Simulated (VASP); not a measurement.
# BAs (F-43m) in VASP: a series of runs

The runs below take BAs through single point, with PBE, r2SCAN.

Everything below comes from runs of VASP 6.6.1. Logs are shortened: lines on timing, memory, paths and dates and some standing lists are left out, and cuts for length are marked.

## (1) The cell of the first run

The structure is cubic, space group F-43m (No. 216). The conventional cell has a = 4.784 Å, b = 4.784 Å, c = 4.784 Å, α = 90.00°, β = 90.00°, γ = 90.00°. Within 2.7 Å of B (site symmetry -43m) lie 4 As at 2.07 Å. As (site symmetry -43m) has 4 B at 2.07 Å within 2.7 Å.

## (2) Single point, PBE

INCAR

```
SYSTEM = BAs
  ALGO = Normal
  EDIFF = 1E-6
  ENCUT = 520
  GGA = PE
  ISIF = 2
  ISMEAR = 0
  LASPH = .TRUE.
  LCHARG = .TRUE.
  LELF = .TRUE.
  LREAL = .FALSE.
  LVHAR = .TRUE.
  LWAVE = .FALSE.
  NBANDS = 11
  NELM = 80
  PREC = Accurate
  SIGMA = 0.01
```

KPOINTS

```
k-points
0
G
  8 8 8
  0 0 0
```

POSCAR

```
BAs
1.0
    0.0000000000      2.3918676082      2.3918676082
    2.3918676082      0.0000000000      2.3918676082
    2.3918676082      2.3918676082      0.0000000000
B As
1 1
Direct
    0.0000000000      0.0000000000      0.0000000000
    0.2500000000      0.2500000000      0.2500000000
```

Potentials or basis: VASP PAW PBE potentials, release 64 (B, As).

Command:

```bash
$ cat potpaw_PBE.64/B/POTCAR potpaw_PBE.64/As/POTCAR > POTCAR
$ mpirun -np 1 vasp_std > vasp.out
```

OUTCAR:

```text
SYSTEM = BAs
   EDIFF = 1E-6
   ENCUT = 520
   GGA = PE
   ISIF = 2
   ISMEAR = 0
   LASPH = .TRUE.
   LREAL = .FALSE.
   NELM = 80
   PREC = Accurate

 ion  position               nearest neighbor table
   1  0.000  0.000  0.000-   2 2.07   2 2.07   2 2.07   2 2.07
   2  0.250  0.250  0.250-   1 2.07   1 2.07   1 2.07   1 2.07

  LATTYP: Found a face centered cubic cell.
 ALAT       =     4.7837352164

  Lattice vectors:

 A1 = (   0.0000000000,   2.3918676082,   2.3918676082)
 A2 = (   2.3918676082,   0.0000000000,   2.3918676082)
 A3 = (   2.3918676082,   2.3918676082,   0.0000000000)

Analysis of symmetry for initial positions (statically):
=====================================================================
 Subroutine PRICEL returns:
 Original cell was already a primitive cell.

 Routine SETGRP: Setting up the symmetry group for a
 face centered cubic supercell.

 Subroutine GETGRP returns: Found 24 space group operations
 (whereof 24 operations were pure point group operations)
 out of a pool of 48 trial point group operations.

The static configuration has the point symmetry T_d .

Analysis of symmetry for dynamics (positions and initial velocities):
=====================================================================
 Subroutine PRICEL returns:
 Original cell was already a primitive cell.

 Routine SETGRP: Setting up the symmetry group for a
 face centered cubic supercell.

 Subroutine GETGRP returns: Found 24 space group operations
 (whereof 24 operations were pure point group operations)
 out of a pool of 48 trial point group operations.

The dynamic configuration has the point symmetry T_d .

 Subroutine INISYM returns: Found 24 space group operations
 (whereof 24 operations are pure point group operations),
 and found     1 'primitive' translations

----------------------------------------------------------------------------------------

                                     Primitive cell

  volume of cell :      27.3679

  direct lattice vectors                    reciprocal lattice vectors
     0.000000000  2.391867608  2.391867608    -0.209041670  0.209041670  0.209041670
     2.391867608  0.000000000  2.391867608     0.209041670 -0.209041670  0.209041670
     2.391867608  2.391867608  0.000000000     0.209041670  0.209041670 -0.209041670

  length of vectors
     3.382611611  3.382611611  3.382611611     0.362070794  0.362070794  0.362070794

  position of ions in fractional coordinates (direct lattice)
     0.000000000  0.000000000  0.000000000
     0.250000000  0.250000000  0.250000000

  ion indices of the primitive-cell ions
   primitive index   ion index
                 1           1
                 2           2

----------------------------------------------------------------------------------------

 KPOINTS: k-points

Automatic generation of k-mesh.
 Grid dimensions read from file:
 generate k-points for:    8    8    8

 Generating k-lattice:

  Cartesian coordinates                     Fractional coordinates (reciprocal lattice)
    -0.026130209  0.026130209  0.026130209     0.125000000  0.000000000  0.000000000
     0.026130209 -0.026130209  0.026130209     0.000000000  0.125000000  0.000000000
     0.026130209  0.026130209 -0.026130209     0.000000000  0.000000000  0.125000000

  Length of vectors
     0.045258849  0.045258849  0.045258849

  Shift w.r.t. Gamma in fractional coordinates (k-lattice)
     0.000000000  0.000000000  0.000000000

 Subroutine IBZKPT returns following result:
 ===========================================

 Found     29 irreducible k-points:

 Following reciprocal coordinates:
            Coordinates               Weight
  0.000000  0.000000  0.000000      1.000000
  0.125000  0.000000  0.000000      8.000000
  0.250000  0.000000  0.000000      8.000000
  0.375000  0.000000  0.000000      8.000000
  0.500000  0.000000  0.000000      4.000000
  0.125000  0.125000  0.000000      6.000000
[... 16 lines left out ...]
  0.500000  0.250000  0.125000     48.000000
 -0.375000  0.250000  0.125000     24.000000
 [... further k-points ...]
   k-points           NKPTS =     29   k-points in BZ     NKDIM =     29   number of bands    NBANDS=     11
   number of dos      NEDOS =    301   number of ions     NIONS =      2
   total plane-waves  NPLWV =  21952
   dimension x,y,z NGX =    28 NGY =   28 NGZ =   28
   dimension x,y,z NGXF=    56 NGYF=   56 NGZF=   56
   ions per type =               1   1
   NGX,Y,Z   is equivalent  to a cutoff of  13.76, 13.76, 13.76 a.u.
   NGXF,Y,Z  is equivalent  to a cutoff of  27.52, 27.52, 27.52 a.u.
 SYSTEM =  BAs
   PREC   = accura    normal or accurate (medium, high low for compatibility)
   ISTART =      0    job   : 0-new  1-cont  2-samecut
   ICHARG =      2    charge: 1-file 2-atom 10-const
   ISPIN  =      1    spin polarized calculation?
   LNONCOLLINEAR =      F non collinear calculations
   LSORBIT =      F    spin-orbit coupling
   LASPH  =      T    aspherical Exc in radial PAW
   ENCUT  =  520.0 eV  38.22 Ry    6.18 a.u.   6.29  6.29  6.29*2*pi/ulx,y,z
   NELM   =     80;   NELMIN=  2; NELMDL= -5     # of ELM steps
   EDIFF  = 0.1E-05   stopping-criterion for ELM
   LREAL  =      F    real-space projection
   EDIFFG = 0.1E-04   stopping-criterion for IOM
   NSW    =      0    number of steps for IOM
   IBRION =     -1    ionic relax: 0-MD 1-quasi-New 2-CG
   NFREE  =      0    steps in history (QN), initial steepest desc. (CG)
   ISIF   =      2    stress and relaxation
   ISYM   =      2    0-nonsym 1-usesym 2-fastsym
   POTIM  = 0.5000    time-step for ionic-motion
   TEBEG  =    0.0;   TEEND  =   0.0 temperature during run
   PSTRESS=    0.0 pullay stress
   NELECT =       8.0000    total number of electrons
   NUPDOWN=      -1.0000    fix difference up-down
   EMIN   =  10.00;   EMAX   =-10.00  energy-range for DOS
   EFERMI =   0.00;   METHOD = LEGACY
   ISMEAR =     0;   SIGMA  =   0.01  broadening in eV -4-tet -1-fermi 0-gaus
   EFERMI_NEDOS =   21; number of points for ismear=-14 and -15
   IALGO  =     38    algorithm
   IMIX   =      4    mixing-type and parameters
     AMIX     =   0.40;   BMIX     =  1.00
     AMIX_MAG =   1.60;   BMIX_MAG =  1.00
  volume/ion in A,a.u.               =      13.68        92.34
  Fermi-wavevector in a.u.,A,eV,Ry     =   1.086487  2.053162 16.061039  1.180453
  Thomas-Fermi vector in A             =   2.222624
   LORBIT       =      0    0 simple, 1 ext, 2 COOP (PROOUT), +10 PAW based schemes
   GGA     = PE    functional components
   LHFCALC =     F    Hartree Fock is set to
   AEXX    =    0.0000 exact exchange contribution
   IVDW    =     0    specifies the selected vdW correction
   LEPSILON=     F    determine dielectric tensor
   LRPA    =     F    only Hartree local field effects (RPA)
 non-spin polarized calculation
 Gauss-broadening in eV      SIGMA  =   0.01
  energy-cutoff  :      520.00
  volume of cell :       27.37
 maximum number of plane-waves:       754
 NGX is ok and might be reduce to    28
   NGX = 13   NGY = 13   NGZ = 13

 number of electron       8.0000000 magnetization

 Free energy of the ion-electron system (eV)
  ---------------------------------------------------
  ext. energy  EPLUGINS =         0.00000000
  ---------------------------------------------------
  free energy    TOTEN  =       -11.40648918 eV

  energy without entropy =      -11.40648918  energy(sigma->0) =      -11.40648918

 E-fermi :   6.1315     XC(G=0): -10.5655

 val. band max:        6.0806742136   @ k =   0.0000   0.0000   0.0000
 cond. band min:       7.2734897554   @ k =   0.3750   0.3750   0.0000
 fundamental gap:      1.1928155418
 Fermi energy:         6.1315091511

 k-point     1 :       0.0000    0.0000    0.0000
  band No.  band energies     occupation
      1      -9.2823      2.00000
      2       6.0807      2.00000
      3       6.0807      2.00000
      4       6.0807      2.00000
      5       9.3515      0.00000
      6       9.3515      0.00000
      7       9.3515      0.00000
      8      10.7138      0.00000
      9      15.6427      0.00000
     10      19.0135      0.00000
     11      19.0135      0.00000

 k-point     2 :       0.1250    0.0000    0.0000
  band No.  band energies     occupation
      1      -9.0273      2.00000
      2       4.1197      2.00000
      3       5.6443      2.00000
      4       5.6443      2.00000
      5       9.4582      0.00000
      6       9.9259      0.00000
      7       9.9259      0.00000
      8      11.9990      0.00000
      9      16.5870      0.00000
     10      17.6844      0.00000
     11      17.6844      0.00000

 k-point     3 :       0.2500    0.0000    0.0000
  band No.  band energies     occupation
      1      -8.2850      2.00000
      2       1.1548      2.00000
      3       4.9363      2.00000
      4       4.9363      2.00000
      5       9.1243      0.00000
      6      10.7228      0.00000
      7      10.7228      0.00000
      8      13.9493      0.00000
      9      17.2980      0.00000
     10      17.2980      0.00000
     11      17.3537      0.00000

 k-point     4 :       0.3750    0.0000    0.0000
  band No.  band energies     occupation
      1      -7.1836      2.00000
      2      -1.4158      2.00000
      3       4.4386      2.00000
      4       4.4386      2.00000
      5       8.8455      0.00000
      6      10.9038      0.00000
      7      10.9038      0.00000
      8      14.8940      0.00000
      9      17.8699      0.00000
     10      18.7448      0.00000
     11      18.7448      0.00000
[... 239 lines left out ...]
 k-point    22 :       0.3750    0.2500    0.1250
  band No.  band energies     occupation
      1      -7.6356      2.00000
      2       0.8916      2.00000
      3       2.3802      2.00000
      4       4.0664      2.00000
      5       9.3031      0.00000
      6      11.2781      0.00000
      7      12.0178      0.00000
      8      13.2455      0.00000
      9      16.7887      0.00000
     10      19.3902      0.00000
     11      20.2444      0.00000

 k-point    23 :       0.5000    0.2500    0.1250
  band No.  band energies     occupation
      1      -6.5728      2.00000
      2      -1.0643      2.00000
      3       1.6587      2.00000
      4       3.3552      2.00000
      5       9.9228      0.00000
      6      11.1304      0.00000
      7      12.5915      0.00000
      8      14.1283      0.00000
      9      17.4711      0.00000
     10      19.3929      0.00000
     11      21.5478      0.00000

 k-point    24 :      -0.3750    0.2500    0.1250
  band No.  band energies     occupation
      1      -5.8549      2.00000
      2      -2.1835      2.00000
      3       1.5358      2.00000
      4       3.0213      2.00000
      5      10.0398      0.00000
      6      10.8311      0.00000
      7      13.5155      0.00000
      8      15.0802      0.00000
      9      16.4189      0.00000
     10      20.2400      0.00000
     11      21.2957      0.00000

 [... further k-points ...]

------------------------ aborting loop because EDIFF is reached ----------------------------------------

  FORCE on cell =-STRESS in cart. coord.  units (eV):
  Direction    XX          YY          ZZ          XY          YZ          ZX
  --------------------------------------------------------------------------------------
  -------------------------------------------------------------------------------------
  Total        0.4804100      0.4804100      0.4804100      0.0000000     -0.0000000      0.0000000
  in kB       28.1242681     28.1242681     28.1242681      0.0000000     -0.0000000      0.0000000
  external PRESSURE =      28.1242681 kB  Pullay stress =       0.0000000 kB

 VOLUME and BASIS-vectors are now :
 -----------------------------------------------------------------------------
  energy-cutoff  :      520.00
  volume of cell :       27.37
      direct lattice vectors                 reciprocal lattice vectors
     0.000000000  2.391867608  2.391867608    -0.209041670  0.209041670  0.209041670
     2.391867608  0.000000000  2.391867608     0.209041670 -0.209041670  0.209041670
     2.391867608  2.391867608  0.000000000     0.209041670  0.209041670 -0.209041670

 POSITION                                       TOTAL-FORCE (eV/Angst)
 -----------------------------------------------------------------------------------
      0.00000      0.00000      0.00000        -0.000000     -0.000000     -0.000000
      1.19593      1.19593      1.19593         0.000000      0.000000      0.000000
 -----------------------------------------------------------------------------------
    total drift:                               -0.000000     -0.000000     -0.000000

  FREE ENERGIE OF THE ION-ELECTRON SYSTEM (eV)
  ---------------------------------------------------
  free  energy   TOTEN  =       -11.4064891789 eV

  energy  without entropy=      -11.4064891789  energy(sigma->0) =      -11.40648918
```

Wall time 6.5 s (1 thread of Intel Xeon Platinum 8488C (Sapphire Rapids), shared host); peak memory 0.16 GiB.

What came out:

| Item | Value |
| --- | --- |
| Free energy | -11.4065 eV |
| Pressure | 2.8 GPa |
| Band gap on the k mesh | 1.19 eV, indirect (least direct gap 3.27 eV) |

Levels at points of the mesh, in eV from the valence-band top:
| k point | band 2 | band 3 | band 4 | band 5 | band 6 | band 7 |
| --- | --- | --- | --- | --- | --- | --- |
| (0.00, 0.00, 0.00) | 0.00 | 0.00 | 0.00 | 3.27 | 3.27 | 3.27 |
| (0.50, 0.00, 0.00) | -8.76 | -1.81 | -1.81 | 2.67 | 4.78 | 4.78 |
| (0.50, 0.50, 0.00) | -8.51 | -4.06 | -4.06 | 1.43 | 1.44 | 11.33 |

## (3) Single point, r2SCAN

POSCAR is that of step 2.

INCAR.step1

```
ALGO = Normal
EDIFF = 1E-4
ENCUT = 520
GGA = PE
ISMEAR = 0
LASPH = T
LCHARG = F
LREAL = F
LWAVE = T
NBANDS = 11
NELM = 100
PREC = Accurate
SIGMA = 0.01
```

INCAR.step2

```
ALGO = Normal
EDIFF = 1E-6
ENCUT = 520
ISIF = 2
ISMEAR = 0
ISTART = 1
LASPH = T
LCHARG = F
LMIXTAU = T
LREAL = F
LWAVE = F
METAGGA = R2SCAN
NBANDS = 11
NELM = 100
PREC = Accurate
SIGMA = 0.01
```

KPOINTS

```
k-points
0
Gamma
  6 6 6
```

Potentials or basis: VASP PAW PBE potentials, release 64 (B, As).

Command:

```bash
$ cat potpaw_PBE.64/B/POTCAR potpaw_PBE.64/As/POTCAR > POTCAR
$ cp INCAR.step1 INCAR
$ mpirun -np 1 vasp_std > vasp.out
$ cp INCAR.step2 INCAR
$ mpirun -np 1 vasp_std > vasp.out
```

Run time: 19 s. Hardware: 1 thread of Intel Xeon Platinum 8488C (Sapphire Rapids), shared host; peak memory 0.16 GiB.

Results (log left out):

- Free energy: -22.2377 eV
- Pressure: 0.3 GPa
- Band gap on the k mesh: 1.47 eV, indirect (least direct gap 3.44 eV)

Levels at points of the mesh, in eV from the valence-band top:
| k point | band 1 | band 2 | band 3 | band 4 | band 5 | band 6 | band 7 | band 8 |
| --- | --- | --- | --- | --- | --- | --- | --- | --- |
| (0.00, 0.00, 0.00) | -16.12 | 0.00 | 0.00 | 0.00 | 3.44 | 3.44 | 3.44 | 5.10 |
| (0.50, 0.00, 0.00) | -13.11 | -9.21 | -1.93 | -1.93 | 2.95 | 5.05 | 5.05 | 9.56 |
| (0.50, 0.50, 0.00) | -11.68 | -9.04 | -4.29 | -4.29 | 1.61 | 1.70 | 12.12 | 12.12 |

Caveat: the PAW data sets were made with another functional, which shifts forces and pressure a little. r2SCAN opens gaps a little over a GGA but as a rule still falls short of measured ones.
